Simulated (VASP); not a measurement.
# AlN (P4/nmm) in VASP: notebook

Runs on AlN. Level: PBEsol. Tasks: single point.

All numbers are computed with VASP 6.6.1; they aren't measurements. Logs are shortened: lines on timing, memory, paths and dates and some standing lists are left out, and cuts for length are marked.

### 1 The cell of the first run

Symmetry: P4/nmm, No. 129, tetragonal system. Conventional cell: a = 2.860 Å, b = 2.860 Å, c = 12.886 Å, α = 90.00°, β = 90.00°, γ = 90.00°. Within 2.7 Å of Al (site symmetry 4mm) lie 5 N at 2.02 Å. Al (site symmetry 4mm) has 6 N at 2.02 Å within 2.7 Å. Al (site symmetry 4mm) has 6 N at 2.02 Å within 2.7 Å. N (site symmetry 4mm) has 5 Al at 2.02 Å within 2.7 Å. Within 2.7 Å of N (site symmetry 4mm) lie 6 Al at 2.02 Å. Within 2.7 Å of N (site symmetry 4mm) lie 6 Al at 2.02 Å.

### 2 Single point, PBEsol

INCAR reads:

```
SYSTEM = AlN
ALGO = Normal ; EDIFF = 1E-6
ENCUT = 520 ; GGA = PS
ISIF = 2 ; ISMEAR = 0
LASPH = .TRUE. ; LCHARG = .FALSE.
LREAL = .FALSE. ; LWAVE = .FALSE.
NBANDS = 36 ; NELM = 60
PREC = Accurate ; SIGMA = 0.05
```

KPOINTS reads:

```
k-points
0
G
  8 8 2
  0 0 0
```

POSCAR reads:

```
AlN
1.0
   -2.0226209166     -2.0226209166      0.0000000000
    2.0226209166     -2.0226209166      0.0000000000
    0.0000000000      0.0000000000     12.8857254996
Al N
6 6
Direct
    0.0000000000      0.0000000000      0.0784673084
    0.5000000000      0.5000000000      0.2354333183
    0.0000000000      0.0000000000      0.3923993282
    0.5000000000      0.5000000000      0.5493653381
    0.0000000000      0.0000000000      0.7063313480
    0.5000000000      0.5000000000      0.8632973580
    0.5000000000      0.5000000000      0.0784673084
    0.0000000000      0.0000000000      0.2354333183
    0.5000000000      0.5000000000      0.3923993282
    0.0000000000      0.0000000000      0.5493653381
    0.5000000000      0.5000000000      0.7063313480
    0.0000000000      0.0000000000      0.8632973580
```

Potentials or basis: VASP PAW PBE potentials, release 64 (Al, N).

On the command line:

```sh
> cat potpaw_PBE.64/Al/POTCAR potpaw_PBE.64/N/POTCAR > POTCAR
> mpirun -np 1 vasp_std > vasp.out
```

OUTCAR:

```text
SYSTEM = AlN
   EDIFF = 1E-6
   ENCUT = 520
   GGA = PS
   ISIF = 2
   ISMEAR = 0
   LASPH = .TRUE.
   LREAL = .FALSE.
   NELM = 60
   PREC = Accurate

 ion  position               nearest neighbor table
   1  0.000  0.000  0.078-   8 2.02   7 2.02   7 2.02   7 2.02   7 2.02   2 2.86   2 2.86   2 2.86
                             2 2.86
   2  0.500  0.500  0.235-   7 2.02   9 2.02   8 2.02   8 2.02   8 2.02   8 2.02   1 2.86   1 2.86
                             1 2.86   1 2.86   3 2.86   3 2.86   3 2.86   3 2.86
   3  0.000  0.000  0.392-   8 2.02  10 2.02   9 2.02   9 2.02   9 2.02   9 2.02   4 2.86   4 2.86
                             2 2.86   4 2.86   2 2.86   2 2.86   4 2.86   2 2.86
   4  0.500  0.500  0.549-  11 2.02   9 2.02  10 2.02  10 2.02  10 2.02  10 2.02   5 2.86   5 2.86
                             5 2.86   5 2.86   3 2.86   3 2.86   3 2.86   3 2.86
   5  0.000  0.000  0.706-  10 2.02  11 2.02  11 2.02  11 2.02  11 2.02  12 2.02   4 2.86   4 2.86
                             4 2.86   4 2.86   6 2.86   6 2.86   6 2.86   6 2.86
   6  0.500  0.500  0.863-  12 2.02  12 2.02  12 2.02  12 2.02  11 2.02   5 2.86   5 2.86   5 2.86
                             5 2.86
   7  0.500  0.500  0.078-   2 2.02   1 2.02   1 2.02   1 2.02   1 2.02
   8  0.000  0.000  0.235-   1 2.02   3 2.02   2 2.02   2 2.02   2 2.02   2 2.02
   9  0.500  0.500  0.392-   2 2.02   4 2.02   3 2.02   3 2.02   3 2.02   3 2.02
  10  0.000  0.000  0.549-   5 2.02   3 2.02   4 2.02   4 2.02   4 2.02   4 2.02
  11  0.500  0.500  0.706-   4 2.02   5 2.02   5 2.02   5 2.02   5 2.02   6 2.02
  12  0.000  0.000  0.863-   6 2.02   6 2.02   6 2.02   6 2.02   5 2.02

  LATTYP: Found a simple tetragonal cell.
 ALAT       =     2.8604179318
 C/A-ratio  =     4.5048401342

  Lattice vectors:

 A1 = (  -2.0226209166,  -2.0226209166,   0.0000000000)
 A2 = (   2.0226209166,  -2.0226209166,   0.0000000000)
 A3 = (   0.0000000000,   0.0000000000,  12.8857254996)

Analysis of symmetry for initial positions (statically):
=====================================================================
 Subroutine PRICEL returns:
 Original cell was already a primitive cell.

 Routine SETGRP: Setting up the symmetry group for a
 simple tetragonal supercell.

 Subroutine GETGRP returns: Found 16 space group operations
 (whereof  8 operations were pure point group operations)
 out of a pool of 16 trial point group operations.

The static configuration has the point symmetry C_4v.
 The point group associated with its full space group is D_4h.

Analysis of symmetry for dynamics (positions and initial velocities):
=====================================================================
 Subroutine PRICEL returns:
 Original cell was already a primitive cell.

 Routine SETGRP: Setting up the symmetry group for a
[... 144 lines left out ...]
   IALGO  =     38    algorithm
   IMIX   =      4    mixing-type and parameters
     AMIX     =   0.40;   BMIX     =  1.00
     AMIX_MAG =   1.60;   BMIX_MAG =  1.00
  volume/ion in A,a.u.               =       8.79        59.29
  Fermi-wavevector in a.u.,A,eV,Ry     =   1.259407  2.379933 21.580268  1.586105
  Thomas-Fermi vector in A             =   2.392968
   LORBIT       =      0    0 simple, 1 ext, 2 COOP (PROOUT), +10 PAW based schemes
   GGA     = PS    functional components
   LHFCALC =     F    Hartree Fock is set to
   AEXX    =    0.0000 exact exchange contribution
   IVDW    =     0    specifies the selected vdW correction
   LEPSILON=     F    determine dielectric tensor
   LRPA    =     F    only Hartree local field effects (RPA)
 non-spin polarized calculation
 Gauss-broadening in eV      SIGMA  =   0.05
  energy-cutoff  :      520.00
  volume of cell :      105.43
 maximum number of plane-waves:      2872
 NGX is ok and might be reduce to    24
   NGX = 11   NGY = 11   NGZ = 47

 number of electron      47.9999994 magnetization

 Free energy of the ion-electron system (eV)
  ---------------------------------------------------
  ext. energy  EPLUGINS =         0.00000000
  ---------------------------------------------------
  free energy    TOTEN  =       -91.76704945 eV

  energy without entropy =      -91.76704945  energy(sigma->0) =      -91.76704945

 E-fermi :   9.2330     XC(G=0): -12.1085

 val. band max:        8.9965188009   @ k =   0.0000   0.0000   0.0000
 cond. band min:      12.6832888514   @ k =   0.5000   0.5000   0.0000
 fundamental gap:      3.6867700505
 Fermi energy:         9.2330231707

 k-point     1 :       0.0000    0.0000    0.0000
  band No.  band energies     occupation
      1      -8.2869      2.00000
      2      -7.7405      2.00000
      3      -7.1224      2.00000
      4      -5.9001      2.00000
      5      -5.2618      2.00000
      6      -4.2775      2.00000
[... 925 lines left out ...]
     35      18.7688      0.00000
     36      18.7688      0.00000

 [... further k-points ...]

------------------------ aborting loop because EDIFF is reached ----------------------------------------

  FORCE on cell =-STRESS in cart. coord.  units (eV):
  Direction    XX          YY          ZZ          XY          YZ          ZX
  --------------------------------------------------------------------------------------
  -------------------------------------------------------------------------------------
  Total       -4.1436318     -4.1436318     -2.8836225      0.0000000     -0.0000000      0.0000000
  in kB      -62.9685771    -62.9685771    -43.8208829      0.0000000     -0.0000000      0.0000000
  external PRESSURE =     -56.5860124 kB  Pullay stress =       0.0000000 kB

 VOLUME and BASIS-vectors are now :
 -----------------------------------------------------------------------------
  energy-cutoff  :      520.00
  volume of cell :      105.43
      direct lattice vectors                 reciprocal lattice vectors
    -2.022620917 -2.022620917  0.000000000    -0.247204009 -0.247204009  0.000000000
     2.022620917 -2.022620917  0.000000000     0.247204009 -0.247204009  0.000000000
     0.000000000  0.000000000 12.885725500     0.000000000  0.000000000  0.077605254

 POSITION                                       TOTAL-FORCE (eV/Angst)
 -----------------------------------------------------------------------------------
      0.00000      0.00000      1.01111        -0.000000     -0.000000     -0.128355
      0.00000     -2.02262      3.03373        -0.000000      0.000000      0.052110
      0.00000      0.00000      5.05635        -0.000000     -0.000000     -0.000183
      0.00000     -2.02262      7.07897         0.000000      0.000000      0.000183
      0.00000      0.00000      9.10159         0.000000     -0.000000     -0.052110
      0.00000     -2.02262     11.12421         0.000000      0.000000      0.128355
      0.00000     -2.02262      1.01111         0.000000     -0.000000     -1.055512
      0.00000      0.00000      3.03373         0.000000     -0.000000      0.008468
      0.00000     -2.02262      5.05635         0.000000     -0.000000      0.005646
      0.00000      0.00000      7.07897        -0.000000      0.000000     -0.005646
      0.00000     -2.02262      9.10159        -0.000000      0.000000     -0.008468
      0.00000      0.00000     11.12421        -0.000000      0.000000      1.055512
 -----------------------------------------------------------------------------------
    total drift:                               -0.000000      0.000000      0.000025

  FREE ENERGIE OF THE ION-ELECTRON SYSTEM (eV)
  ---------------------------------------------------
  free  energy   TOTEN  =       -91.7670494459 eV

  energy  without entropy=      -91.7670494459  energy(sigma->0) =      -91.76704945
```

OSZICAR:

```text
N       E                     dE             d eps       ncg     rms          rms(c)
DAV:   1     0.171802334515E+03    0.17180E+03   -0.22564E+04  2160   0.122E+03
DAV:   2    -0.880827675851E+02   -0.25989E+03   -0.24448E+03  2800   0.248E+02
DAV:   3    -0.102021991256E+03   -0.13939E+02   -0.13860E+02  2820   0.604E+01
DAV:   4    -0.102157870406E+03   -0.13588E+00   -0.13568E+00  2708   0.657E+00
DAV:   5    -0.102160087706E+03   -0.22173E-02   -0.22164E-02  2724   0.841E-01    0.180E+01
DAV:   6    -0.920299425532E+02    0.10130E+02   -0.33396E+01  2648   0.256E+01    0.661E+00
DAV:   7    -0.918705026569E+02    0.15944E+00   -0.15104E+00  2660   0.614E+00    0.448E+00
DAV:   8    -0.917759214893E+02    0.94581E-01   -0.18044E-01  2724   0.279E+00    0.795E-01
DAV:   9    -0.917674242681E+02    0.84972E-02   -0.41083E-02  2688   0.101E+00    0.364E-01
DAV:  10    -0.917673291590E+02    0.95109E-04   -0.56327E-03  2528   0.425E-01    0.145E-01
DAV:  11    -0.917670209814E+02    0.30818E-03   -0.11465E-03  3060   0.267E-01    0.649E-02
DAV:  12    -0.917670558144E+02   -0.34833E-04   -0.49667E-04  2676   0.113E-01    0.277E-02
DAV:  13    -0.917670491931E+02    0.66214E-05   -0.68630E-05  2752   0.509E-02    0.106E-02
DAV:  14    -0.917670494459E+02   -0.25285E-06   -0.82426E-06  2536   0.185E-02
   1 F= -.91767049E+02 E0= -.91767049E+02  d E =-.847435E-13
```

stdout:

```text
POSCAR found type information on POSCAR AlN
 POSCAR found :  2 types and      12 ions
 scaLAPACK will be used
 -----------------------------------------------------------------------------
|                                                                             |
|                                                                             |
|     You enforced a specific xc type in the INCAR file but a different       |
|     I HOPE YOU KNOW WHAT YOU ARE DOING!                                     |
|                                                                             |
 -----------------------------------------------------------------------------

 LDA part: xc-table for (Slater+PW92), standard interpolation
 POSCAR, INCAR and KPOINTS ok, starting setup
 FFT: planning ... GRIDC
 FFT: planning ... GRID_SOFT
 FFT: planning ... GRID
 WAVECAR not read
 entering main loop
```

It took 100 s on 1 thread of Intel Xeon Platinum 8259CL at 2.50GHz (Skylake/Cascade Lake), shared host; peak memory 0.25 GiB.

Results:

- Free energy: -91.7670 eV
- Pressure: -5.7 GPa
- Largest force: 1.056 eV/Å
- Band gap on the k mesh: 3.69 eV, indirect (least direct gap 4.21 eV)

Forces in eV/Å, atoms in the order of the input:
```
Al   0.000  0.000 -0.128
Al   0.000  0.000  0.052
Al   0.000  0.000  0.000
Al   0.000  0.000  0.000
Al   0.000  0.000 -0.052
Al   0.000  0.000  0.128
N    0.000  0.000 -1.056
N    0.000  0.000  0.008
N    0.000  0.000  0.006
N    0.000  0.000 -0.006
N    0.000  0.000 -0.008
N    0.000  0.000  1.056
```

Caveat: the PAW data sets were made with another functional, which shifts forces and pressure a little. A k mesh can miss the band edges.

### 3 Single point, PBEsol

This run uses another cell than the first one, of 8.96 Å³/atom, 1.019 times its volume.

INCAR reads:

```
SYSTEM = AlN
ALGO = Normal
EDIFF = 1E-7
ENCUT = 520
GGA = PS
ISIF = 2
ISMEAR = 0
LASPH = .TRUE.
LCHARG = .TRUE.
LELF = .TRUE.
LREAL = .FALSE.
LVHAR = .TRUE.
LWAVE = .FALSE.
NBANDS = 36
NELM = 80
PREC = Accurate
SIGMA = 0.05
```

KPOINTS is that of step 2.

POSCAR reads:

```
AlN
1.0
   -2.0226209166     -2.0226209166      0.0000000000
    2.0226209166     -2.0226209166      0.0000000000
    0.0000000000      0.0000000000     13.1357254996
Al N
6 6
Direct
    0.0000000000      0.0000000000      0.0769739133
    0.5000000000      0.5000000000      0.2309525357
    0.0000000000      0.0000000000      0.3849311581
    0.5000000000      0.5000000000      0.5389097805
    0.0000000000      0.0000000000      0.6928884029
    0.5000000000      0.5000000000      0.8468670253
    0.5000000000      0.5000000000      0.0769739133
    0.0000000000      0.0000000000      0.2309525357
    0.5000000000      0.5000000000      0.3849311581
    0.0000000000      0.0000000000      0.5389097805
    0.5000000000      0.5000000000      0.6928884029
    0.0000000000      0.0000000000      0.8468670253
```

Potentials or basis: VASP PAW PBE potentials, release 64 (Al, N).

On the command line:

```sh
> cat potpaw_PBE.64/Al/POTCAR potpaw_PBE.64/N/POTCAR > POTCAR
> mpirun -np 1 vasp_std > vasp.out
```

Wall time 2 min (1 thread of Intel Xeon Platinum 8259CL at 2.50GHz (Skylake/Cascade Lake), shared host); peak memory 0.26 GiB.

It converged, with:

| Quantity | Value |
| --- | --- |
| Free energy | -91.5293 eV |
| Pressure | -5.8 GPa |
| Largest force | 1.010 eV/Å |
| Band gap on the k mesh | 3.51 eV, indirect (least direct gap 3.74 eV) |

Forces in eV/Å, atoms in the order of the input:
```
Al   0.000  0.000  0.144
Al   0.000  0.000  0.052
Al   0.000  0.000  0.000
Al   0.000  0.000  0.000
Al   0.000  0.000 -0.052
Al   0.000  0.000 -0.144
N    0.000  0.000 -1.010
N    0.000  0.000  0.013
N    0.000  0.000  0.007
N    0.000  0.000 -0.007
N    0.000  0.000 -0.013
N    0.000  0.000  1.010
```

Stress tensor (GPa, compression positive):
```
-7.08  0.00  0.00
 0.00 -7.08  0.00
 0.00  0.00 -3.21
```

Levels at points of the mesh, in eV from the valence-band top:
```
           k point  band 20  band 21  band 22  band 23  band 24  band 25  band 26  band 27  band 28  band 29
(0.00, 0.00, 0.00)    -0.47    -0.47    -0.16     0.00     0.00     3.74     4.80     5.44     5.65     6.12
(0.50, 0.00, 0.00)    -1.02    -0.99    -0.99    -0.68    -0.68     4.70     4.70     6.61     6.61     8.17
(0.50, 0.50, 0.00)    -3.10    -2.97    -2.97    -1.81    -1.81     3.51     3.51     5.41     5.41     5.77
(0.00, 0.00, 0.50)    -0.69    -0.37    -0.37    -0.04    -0.04     3.88     4.99     5.05     5.47     6.00
(0.50, 0.00, 0.50)    -1.02    -0.99    -0.99    -0.68    -0.68     4.61     4.61     6.97     6.97     7.61
(0.50, 0.50, 0.50)    -3.09    -3.06    -3.06    -1.84    -1.84     3.62     3.62     5.38     5.38     5.98
```

Caveat: the PAW data sets were made with another functional, which shifts forces and pressure a little. A k mesh can miss the band edges.

### 4 Single point, PBEsol

This run uses another cell than the first one, of 9.30 Å³/atom, 1.058 times its volume.

INCAR reads:

```
PREC = Accurate
ENCUT = 520
EDIFF = 1E-6
ISMEAR = 0
SIGMA = 0.05
LREAL = False
LASPH = True
NELM = 80
ALGO = Normal
ISIF = 2
LWAVE = False
LCHARG = False
GGA = PS
NBANDS = 36
```

KPOINTS reads:

```
regular mesh
0
Gamma
  8 8 2
```

POSCAR reads:

```
AlN
1.0
   -2.0226209166     -2.0226209166      0.0000000000
    2.0226209166     -2.0226209166      0.0000000000
    0.0000000000      0.0000000000     13.6357254996
Al N
6 6
Direct
    0.0000000000      0.0000000000      0.0741514044
    0.5000000000      0.5000000000      0.2224838798
    0.0000000000      0.0000000000      0.3708163551
    0.5000000000      0.5000000000      0.5191488305
    0.0000000000      0.0000000000      0.6674813058
    0.5000000000      0.5000000000      0.8158137812
    0.5000000000      0.5000000000      0.0741514044
    0.0000000000      0.0000000000      0.2224838798
    0.5000000000      0.5000000000      0.3708163551
    0.0000000000      0.0000000000      0.5191488305
    0.5000000000      0.5000000000      0.6674813058
    0.0000000000      0.0000000000      0.8158137812
```

On the command line:

```sh
> cat potpaw_PBE.64/Al/POTCAR potpaw_PBE.64/N/POTCAR > POTCAR
> mpirun -np 1 vasp_std > vasp.out
```

Wall time 2.1 min (1 thread of Intel Xeon Platinum 8259CL at 2.50GHz (Skylake/Cascade Lake), shared host); peak memory 0.27 GiB.

The run converged. Its results:

| Property | Result |
| --- | --- |
| Free energy | -91.2513 eV |
| Pressure | -5.7 GPa |
| Largest force | 0.950 eV/Å |
| Band gap on the k mesh | 3.08 eV, direct |

Forces in eV/Å, atoms in the order of the input:
```
Al   0.000  0.000  0.509
Al   0.000  0.000  0.047
Al   0.000  0.000 -0.001
Al   0.000  0.000  0.001
Al   0.000  0.000 -0.047
Al   0.000  0.000 -0.509
N    0.000  0.000 -0.950
N    0.000  0.000  0.022
N    0.000  0.000  0.008
N    0.000  0.000 -0.008
N    0.000  0.000 -0.022
N    0.000  0.000  0.950
```

Stress tensor (GPa, compression positive):
```
-7.77  0.00  0.00
 0.00 -7.77  0.00
 0.00  0.00 -1.47
```

Levels at points of the mesh, in eV from the valence-band top:
```tsv
k point	band 22	band 23	band 24	band 25	band 26	band 27
(0.00, 0.00, 0.00)	-0.30	0.00	0.00	3.08	4.84	5.43
(0.50, 0.00, 0.00)	-0.98	-0.65	-0.65	4.22	4.22	6.56
(0.50, 0.50, 0.00)	-2.99	-1.63	-1.63	3.38	3.38	5.57
(0.00, 0.00, 0.50)	-0.38	-0.02	-0.02	3.20	4.89	5.05
(0.50, 0.00, 0.50)	-0.98	-0.65	-0.65	4.16	4.16	6.84
(0.50, 0.50, 0.50)	-3.04	-1.64	-1.64	3.43	3.43	5.43
```

Caveat: the PAW data sets were made with another functional, which shifts forces and pressure a little.

[end of part 1 of 2]
